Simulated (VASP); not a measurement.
Here is a VASP 6.6.1 calculation.

Contents of INCAR:

```
ALGO = Normal
EDIFF = 1E-6
EDIFFG = -0.01
ENCUT = 600
GGA = PS
IBRION = 2
ISIF = 3
ISMEAR = -1
LASPH = True
LCHARG = False
LREAL = False
LWAVE = False
NELM = 100
NSW = 60
PREC = Accurate
PSTRESS = 50.0
SIGMA = 0.05
```

Contents of KPOINTS:

```
k-points
0
Gamma
  6 6 8
```

The input POSCAR:

```
SnO2
1.0
    4.7380000000      0.0000000000      0.0000000000
    0.0000000000      4.7380000000      0.0000000000
    0.0000000000      0.0000000000      3.1865000000
Sn O
2 4
Direct
    0.5000000000      0.5000000000      0.5000000000
    0.0000000000      0.0000000000      0.0000000000
    0.8071000000      0.1929000000      0.5000000000
    0.6929000000      0.6929000000      0.0000000000
    0.1929000000      0.8071000000      0.5000000000
    0.3071000000      0.3071000000      0.0000000000
```

Potentials or basis: VASP PAW PBE potentials, release 64 (Sn_d, O).

Launch:

```sh
$ cat potpaw_PBE.64/Sn_d/POTCAR potpaw_PBE.64/O/POTCAR > POTCAR
$ mpirun -np 1 vasp_std > vasp.out
```

Q: Estimate the relaxed cell.

A: a = 4.723 Å, b = 4.723 Å, c = 3.201 Å, α = 90.00°, β = 90.00°, γ = 90.00°.

Q: Estimate the space group after relaxing (to 0.1 Å).

A: P4_2/mnm (No. 136).

The path:
```csv
step,energy change (eV),largest force (eV/Å),pressure (GPa),volume (Å³)
1,0.0000,0.2277,5.24,71.53
2,-0.0107,0.0760,4.01,71.71
3,-0.0099,0.0028,4.30,71.67
4,0.0052,0.0275,5.67,71.18
5,-0.0027,0.0124,5.01,71.41
6,-0.0026,0.0041,5.02,71.41
```

Caveat: the cell is relaxed towards a set pressure, so the run minimises the enthalpy, not the energy; the PAW data sets were made with another functional, which shifts forces and pressure a little.
